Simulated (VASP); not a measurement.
Input of a VASP 6.6.1 run:

The input POSCAR:

```
CdTe
1.0
    0.0000000000      3.3783537697      3.1395730162
    3.3783537697      0.0000000000      3.1395730162
    3.3783537697      3.3783537697      0.0000000000
Cd Te
1 1
Direct
    0.0000000000      0.0000000000      0.0000000000
    0.2500000000      0.2500000000      0.2500000000
```

The input INCAR.step1:

```
PREC = Accurate
ENCUT = 520
ISMEAR = -1
SIGMA = 0.02
LREAL = False
LASPH = True
NELM = 150
MAGMOM = 0 0 0 0 0 0
LSORBIT = True
GGA_COMPAT = False
NBANDS = 30
GGA = PE
ALGO = Normal
EDIFF = 1E-4
LWAVE = True
LCHARG = False
```

File INCAR.step2:

```
PREC = Accurate
ENCUT = 520
EDIFF = 1E-7
ISMEAR = -1
SIGMA = 0.02
LREAL = False
LASPH = True
NELM = 150
ALGO = Normal
ISIF = 2
LWAVE = False
LCHARG = False
MAGMOM = 0 0 0 0 0 0
LORBIT = 11
LSORBIT = True
GGA_COMPAT = False
LORBMOM = True
METAGGA = R2SCAN
LMIXTAU = True
NBANDS = 30
ISTART = 1
```

Contents of KPOINTS:

```
regular mesh
0
Gamma
  6 6 6
```

Potentials or basis: VASP PAW PBE potentials, release 64 (Cd, Te).

Command:

```console
$ cat potpaw_PBE.64/Cd/POTCAR potpaw_PBE.64/Te/POTCAR > POTCAR
$ cp INCAR.step1 INCAR
$ mpirun -np 1 vasp_ncl > vasp.out
$ cp INCAR.step2 INCAR
$ mpirun -np 1 vasp_ncl > vasp.out
```

(1) Predict the pressure.

(2) Predict the net moment.

Results:

(1) -0.6 GPa.

(2) 0.00 μB per cell.

Caveat: the cell differs from its parent crystal (epitaxial xy strain +3.0%); the PAW data sets were made with another functional, which shifts forces and pressure a little.
